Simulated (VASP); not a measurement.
Input of a VASP 6.6.1 run:

Contents of INCAR:

```
PREC = Accurate
ENCUT = 600
EDIFF = 1E-6
ISMEAR = 0
SIGMA = 0.05
LREAL = F
LASPH = T
NELM = 100
ALGO = Normal
ISIF = 4
LWAVE = F
LCHARG = F
GGA = RE
IBRION = 2
NSW = 60
EDIFFG = -0.01
```

The input KPOINTS:

```
regular mesh
0
Gamma
  10 10 10
```

Contents of POSCAR:

```
Si2W
1.0
   -1.6309644512      1.6309644512      3.9692590877
    1.6309644512     -1.6309644512      3.9692590877
    1.6309644512      1.6309644512     -3.9692590877
Si W
2 1
Direct
    0.3348274817      0.3348274817      0.0000000000
    0.6651725183      0.6651725183      0.0000000000
    0.0000000000      0.0000000000      0.0000000000
```

Potentials or basis: VASP PAW PBE potentials, release 64 (Si, W_sv).

Run with:

```sh
$ cat potpaw_PBE.64/Si/POTCAR potpaw_PBE.64/W_sv/POTCAR > POTCAR
$ mpirun -np 1 vasp_std > vasp.out
```

Q: Predict the band gap on the k mesh.

A: Zero (band 11 reaches 12.07 eV, above the bottom of band 12 at 10.87 eV).

Step by step:
```csv
step,energy change (eV),largest force (eV/Å),pressure (GPa),volume (Å³)
1,0.0000,0.0463,-4.27,42.23
2,-0.0002,0.0027,-4.14,42.23
3,-0.0002,0.0156,-4.17,42.23
4,-0.0002,0.0001,-4.16,42.23
```

Caveat: the cell differs from its parent crystal (volume scaled by 1.02); the PAW data sets were made with another functional, which shifts forces and pressure a little; spin-orbit coupling is left out, which moves the levels of the heavy elements.
